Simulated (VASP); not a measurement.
# CdS in VASP: further runs, part 2 of 2

VASP 6.6.1.

**4. Single point, PBE (epitaxial 111 strain -1.0%)**

File INCAR:

```
  PREC = Accurate
  ENCUT = 520
  EDIFF = 1E-6
  ISMEAR = 0
  SIGMA = 0.01
  LREAL = F
  LASPH = T
  NELM = 80
  ALGO = Normal
  ISIF = 2
  LWAVE = F
  LCHARG = F
  GGA = PE
  NBANDS = 16
```

File KPOINTS:

```
regular mesh
0
Gamma
  4 4 4
```

File POSCAR:

```
CdS
1.0
    0.0373406315      2.9471633247      2.9471633247
    2.9471633247      0.0373406315      2.9471633247
    2.9471633247      2.9471633247      0.0373406315
Cd S
1 1
Direct
    0.0014428186      0.0014428186      0.0014428186
    0.2485571814      0.2485571814      0.2485571814
```

Potentials or basis: VASP PAW PBE potentials, release 64 (Cd, S).

Command:

```sh
$ cat potpaw_PBE.64/Cd/POTCAR potpaw_PBE.64/S/POTCAR > POTCAR
$ mpirun -np 1 vasp_std > vasp.out
```

OUTCAR:

```text
PREC = Accurate
   ENCUT = 520
   EDIFF = 1E-6
   ISMEAR = 0
   LREAL = F
   LASPH = T
   NELM = 80
   ISIF = 2
   GGA = PE

 ion  position               nearest neighbor table
   1  0.001  0.001  0.001-   2 2.54   2 2.54   2 2.54   2 2.54
   2  0.249  0.249  0.249-   1 2.54   1 2.54   1 2.54   1 2.54

  LATTYP: Found a trigonal (rhomboedric) cell.
 ALAT       =     4.1680856094
 COS(alpha) =     0.5126288785

  Lattice vectors:

 A1 = (   0.0373406315,   2.9471633247,   2.9471633247)
 A2 = (   2.9471633247,   0.0373406315,   2.9471633247)
 A3 = (   2.9471633247,   2.9471633247,   0.0373406315)

Analysis of symmetry for initial positions (statically):
=====================================================================
 Subroutine PRICEL returns:
 Original cell was already a primitive cell.

 Routine SETGRP: Setting up the symmetry group for a
 trigonal (rhombohedral) supercell.

 Subroutine GETGRP returns: Found  6 space group operations
 (whereof  6 operations were pure point group operations)
 out of a pool of 12 trial point group operations.

The static configuration has the point symmetry C_3v.

[... 147 lines left out ...]
  energy without entropy =       -6.09736774  energy(sigma->0) =       -6.09736774

 E-fermi :   1.3342     XC(G=0):  -9.0841

 val. band max:        1.2583879235   @ k =   0.0000   0.0000   0.0000
 cond. band min:       2.3399896020   @ k =   0.0000   0.0000   0.0000
 fundamental gap:      1.0816016784
 Fermi energy:         1.3342311903

 k-point     1 :       0.0000    0.0000    0.0000
  band No.  band energies     occupation
      1     -11.0585      2.00000
      2      -6.4813      2.00000
      3      -6.4675      2.00000
      4      -6.4675      2.00000
      5      -6.0122      2.00000
      6      -6.0122      2.00000
[... 224 lines left out ...]
      3      -6.3528      2.00000
      4      -5.9788      2.00000
      5      -5.9788      2.00000
      6      -5.6680      2.00000
[... 8 lines left out ...]
     15      13.7329      0.00000
     16      13.7329      0.00000

------------------------ aborting loop because EDIFF is reached ----------------------------------------

  FORCE on cell =-STRESS in cart. coord.  units (eV):
  Direction    XX          YY          ZZ          XY          YZ          ZX
  --------------------------------------------------------------------------------------
  -------------------------------------------------------------------------------------
  Total        0.7964751      0.7964751      0.7964751     -0.0984331     -0.0984331     -0.0984331
  in kB       25.4081460     25.4081460     25.4081460     -3.1400891     -3.1400891     -3.1400891
  external PRESSURE =      25.4081460 kB  Pullay stress =       0.0000000 kB

 VOLUME and BASIS-vectors are now :
 -----------------------------------------------------------------------------
  energy-cutoff  :      520.00
  volume of cell :       50.22
      direct lattice vectors                 reciprocal lattice vectors
     0.037340631  2.947163325  2.947163325    -0.172913479  0.170750072  0.170750072
     2.947163325  0.037340631  2.947163325     0.170750072 -0.172913479  0.170750072
     2.947163325  2.947163325  0.037340631     0.170750072  0.170750072 -0.172913479

 POSITION                                       TOTAL-FORCE (eV/Angst)
 -----------------------------------------------------------------------------------
      0.00856      0.00856      0.00856        -0.000929     -0.000929     -0.000929
      1.47436      1.47436      1.47436         0.000929      0.000929      0.000929
 -----------------------------------------------------------------------------------
    total drift:                               -0.000056     -0.000056     -0.000056

  FREE ENERGIE OF THE ION-ELECTRON SYSTEM (eV)
  ---------------------------------------------------
  free  energy   TOTEN  =        -6.0973677356 eV

  energy  without entropy=       -6.0973677356  energy(sigma->0) =       -6.09736774
```

OSZICAR:

```text
N       E                     dE             d eps       ncg     rms          rms(c)
DAV:   1     0.106883443092E+03    0.10688E+03   -0.91679E+03   440   0.103E+03
DAV:   2    -0.255915493265E+01   -0.10944E+03   -0.10310E+03   512   0.253E+02
DAV:   3    -0.663412328263E+01   -0.40750E+01   -0.40679E+01   512   0.502E+01
DAV:   4    -0.665871800171E+01   -0.24595E-01   -0.24593E-01   528   0.383E+00
DAV:   5    -0.665905974240E+01   -0.34174E-03   -0.34174E-03   480   0.427E-01    0.789E+00
DAV:   6    -0.611723424056E+01    0.54183E+00   -0.84271E-01   624   0.115E+01    0.639E+00
DAV:   7    -0.609666142538E+01    0.20573E-01   -0.20632E-01   504   0.309E+00    0.312E+00
DAV:   8    -0.609722160902E+01   -0.56018E-03   -0.19471E-02   496   0.176E+00    0.308E-01
DAV:   9    -0.609715223305E+01    0.69376E-04   -0.24070E-03   488   0.720E-01    0.617E-02
DAV:  10    -0.609728156664E+01   -0.12933E-03   -0.27563E-04   472   0.176E-01    0.706E-02
DAV:  11    -0.609737640324E+01   -0.94837E-04   -0.15616E-04   440   0.101E-01    0.242E-02
DAV:  12    -0.609736657551E+01    0.98277E-05   -0.29947E-05   576   0.724E-02    0.111E-02
DAV:  13    -0.609736820119E+01   -0.16257E-05   -0.53469E-06   472   0.132E-02    0.131E-02
DAV:  14    -0.609736773561E+01    0.46558E-06   -0.45535E-07   448   0.424E-03
   1 F= -.60973677E+01 E0= -.60973677E+01  d E =-.183985E-28
```

stdout:

```text
POSCAR found type information on POSCAR CdS
 POSCAR found :  2 types and       2 ions
 scaLAPACK will be used
 LDA part: xc-table for (Slater+PW92), standard interpolation
 POSCAR, INCAR and KPOINTS ok, starting setup
 FFT: planning ... GRIDC
 FFT: planning ... GRID_SOFT
 FFT: planning ... GRID
 WAVECAR not read
 entering main loop
```

Run time: 22 s. Hardware: 1 thread of AMD EPYC 7R13, shared host; peak memory 0.14 GiB.

Results:

```yaml
Free_energy: -6.0974 eV
Pressure: 2.5 GPa
Band_gap_on_the_k_mesh: 1.08 eV, direct
```

Levels at points of the mesh, in eV from the valence-band top:
| k point | band 5 | band 6 | band 7 | band 8 | band 9 | band 10 | band 11 | band 12 | band 13 | band 14 |
| --- | --- | --- | --- | --- | --- | --- | --- | --- | --- | --- |
| (0.00, 0.00, 0.00) | -7.27 | -7.27 | -0.08 | 0.00 | 0.00 | 1.08 | 6.36 | 6.59 | 6.59 | 11.34 |
| (0.50, 0.00, 0.00) | -7.23 | -6.89 | -4.34 | -0.82 | -0.73 | 2.92 | 6.93 | 6.94 | 7.44 | 11.00 |
| (0.50, 0.50, 0.00) | -7.19 | -6.84 | -3.93 | -1.92 | -1.81 | 3.52 | 4.31 | 9.14 | 10.67 | 10.68 |
| (0.50, 0.50, 0.50) | -7.24 | -6.93 | -4.42 | -0.72 | -0.72 | 3.08 | 7.08 | 7.08 | 7.33 | 11.08 |

Caveat: the k points lie up to 0.47 Å⁻¹ apart; the cell differs from its parent crystal (epitaxial 111 strain -1.0%).

**5. Single point, PBE (epitaxial xy strain -1.0%)**

File INCAR:

```
SYSTEM = CdS
PREC = Accurate
ENCUT = 520
EDIFF = 1E-6
ISMEAR = 0
SIGMA = 0.01
LREAL = .False.
LASPH = .True.
NELM = 100
ALGO = Normal
ISIF = 2
LWAVE = .False.
LCHARG = .False.
GGA = PE
NBANDS = 16
```

File KPOINTS:

```
Automatic mesh
0
Gamma
  4 4 4
  0 0 0
```

File POSCAR:

```
CdS
1.0
    0.0000000000      2.9098226932      2.9816746343
    2.9098226932      0.0000000000      2.9816746343
    2.9098226932      2.9098226932      0.0000000000
Cd S
1 1
Direct
    0.0000000000      0.0000000000      0.0000000000
    0.2500000000      0.2500000000      0.2500000000
```

Potentials or basis: VASP PAW PBE potentials, release 64 (Cd, S).

Command:

```sh
$ cat potpaw_PBE.64/Cd/POTCAR potpaw_PBE.64/S/POTCAR > POTCAR
$ mpirun -np 1 vasp_std > vasp.out
```

OUTCAR:

```text
SYSTEM = CdS
   PREC = Accurate
   ENCUT = 520
   EDIFF = 1E-6
   ISMEAR = 0
   LREAL = .False.
   LASPH = .True.
   NELM = 100
   ISIF = 2
   GGA = PE

 ion  position               nearest neighbor table
   1  0.000  0.000  0.000-   2 2.54   2 2.54   2 2.54   2 2.54
   2  0.250  0.250  0.250-   1 2.54   1 2.54   1 2.54   1 2.54

  LATTYP: Found a body centered tetragonal cell.
 ALAT       =     4.1151107168
 C/A-ratio  =     1.4491345869

  Lattice vectors:

[... 422 lines left out ...]

  FORCE on cell =-STRESS in cart. coord.  units (eV):
  Direction    XX          YY          ZZ          XY          YZ          ZX
  --------------------------------------------------------------------------------------
  -------------------------------------------------------------------------------------
  Total        0.7410989      0.7410989      0.5964624      0.0000000      0.0000000     -0.0000000
  in kB       23.5160012     23.5160012     18.9265026      0.0000000      0.0000000     -0.0000000
  external PRESSURE =      21.9861683 kB  Pullay stress =       0.0000000 kB

 VOLUME and BASIS-vectors are now :
 -----------------------------------------------------------------------------
  energy-cutoff  :      520.00
  volume of cell :       50.49
      direct lattice vectors                 reciprocal lattice vectors
     0.000000000  2.909822693  2.981674634    -0.171831776  0.171831776  0.167691000
     2.909822693  0.000000000  2.981674634     0.171831776 -0.171831776  0.167691000
     2.909822693  2.909822693  0.000000000     0.171831776  0.171831776 -0.167691000

 POSITION                                       TOTAL-FORCE (eV/Angst)
 -----------------------------------------------------------------------------------
      0.00000      0.00000      0.00000         0.000000      0.000000     -0.000000
      1.45491      1.45491      1.49084        -0.000000     -0.000000      0.000000
 -----------------------------------------------------------------------------------
    total drift:                               -0.000000     -0.000000     -0.000000

  FREE ENERGIE OF THE ION-ELECTRON SYSTEM (eV)
  ---------------------------------------------------
  free  energy   TOTEN  =        -6.1021211863 eV

  energy  without entropy=       -6.1021211863  energy(sigma->0) =       -6.10212119
```

stdout:

```text
POSCAR found type information on POSCAR CdS
 POSCAR found :  2 types and       2 ions
 scaLAPACK will be used
 LDA part: xc-table for (Slater+PW92), standard interpolation
 POSCAR, INCAR and KPOINTS ok, starting setup
 FFT: planning ... GRIDC
 FFT: planning ... GRID_SOFT
 FFT: planning ... GRID
 WAVECAR not read
 entering main loop
```

It took 22 s on 1 thread of AMD EPYC 7R13, shared host; peak memory 0.15 GiB.

What came out:

```yaml
Free_energy: -6.1021 eV
Pressure: 2.2 GPa
Band_gap_on_the_k_mesh: 1.07 eV, direct
```

Caveat: the k points lie up to 0.46 Å⁻¹ apart; the cell differs from its parent crystal (epitaxial xy strain -1.0%).

**6. Single point, PBE (uniaxial x strain +5.0%)**

File INCAR:

```
SYSTEM = CdS
PREC = Accurate ; ENCUT = 520
EDIFF = 1E-6 ; ISMEAR = 0
SIGMA = 0.01 ; LREAL = .False.
LASPH = .True. ; NELM = 80
ALGO = Normal ; ISIF = 2
LWAVE = .False. ; LCHARG = .False.
GGA = PE ; NBANDS = 16
```

File KPOINTS:

```
regular mesh
0
Gamma
  4 4 4
  0 0 0
```

File POSCAR:

```
CdS
1.0
    0.0000000000      2.9392148416      2.9392148416
    3.0861755837      0.0000000000      2.9392148416
    3.0861755837      2.9392148416      0.0000000000
Cd S
1 1
Direct
    0.0000000000      0.0000000000      0.0000000000
    0.2500000000      0.2500000000      0.2500000000
```

Potentials or basis: VASP PAW PBE potentials, release 64 (Cd, S).

Command:

```sh
$ cat potpaw_PBE.64/Cd/POTCAR potpaw_PBE.64/S/POTCAR > POTCAR
$ mpirun -np 1 vasp_std > vasp.out
```

Run time: 21 s. Hardware: 1 thread of AMD EPYC 7R13, shared host; peak memory 0.15 GiB.

Results (log left out):

```
Free energy            : -6.1086 eV
Pressure               : -0.9 GPa
Band gap on the k mesh : 0.92 eV, direct
```

Stress tensor (GPa, compression positive):
```
-1.65  0.00  0.00
 0.00 -0.53  0.00
 0.00  0.00 -0.53
```

Levels at points of the mesh, in eV from the valence-band top:
```csv
k point,band 7,band 8,band 9,band 10,band 11,band 12
"(0.00, 0.00, 0.00)",-0.15,0.00,0.00,0.92,6.50,6.50
"(0.50, 0.00, 0.00)",-4.03,-0.80,-0.61,2.82,6.78,7.12
"(0.50, 0.50, 0.00)",-3.61,-1.78,-1.71,3.55,4.05,9.03
"(0.00, 0.50, 0.50)",-3.88,-1.56,-1.56,3.72,4.43,8.60
```

Caveat: the k points lie up to 0.46 Å⁻¹ apart; the cell differs from its parent crystal (uniaxial x strain +5.0%).

**7. Overview**

```csv
cell,gap on the mesh (eV),pressure (GPa)
"a = 4.157 Å, angles 60.0°, 2 atoms",1.09,1.9
"a = 4.268 Å, angles 58.3°, 2 atoms",0.93,-0.4
"a = 4.168 Å, angles 59.2°, 2 atoms",1.08,2.5
"a = 4.166, b = 4.166, c = 4.115 Å, angles 60.4, 60.4, 59.2°, 2 atoms",1.07,2.2
"a = 4.157, b = 4.262, c = 4.262 Å, angles 58.4, 60.8, 60.8°, 2 atoms",0.92,-0.9
```

Alike in all rows: task single point; level PBE; potentials or basis VASP PAW PBE potentials, release 64 (Cd, S); no spin polarisation; k mesh 4 × 4 × 4; cutoff (eV) 520; smearing gaussian 0.01 eV.

Caveats: all runs use coarse meshes.

Absolute energies hang on the potentials; compare differences alone.
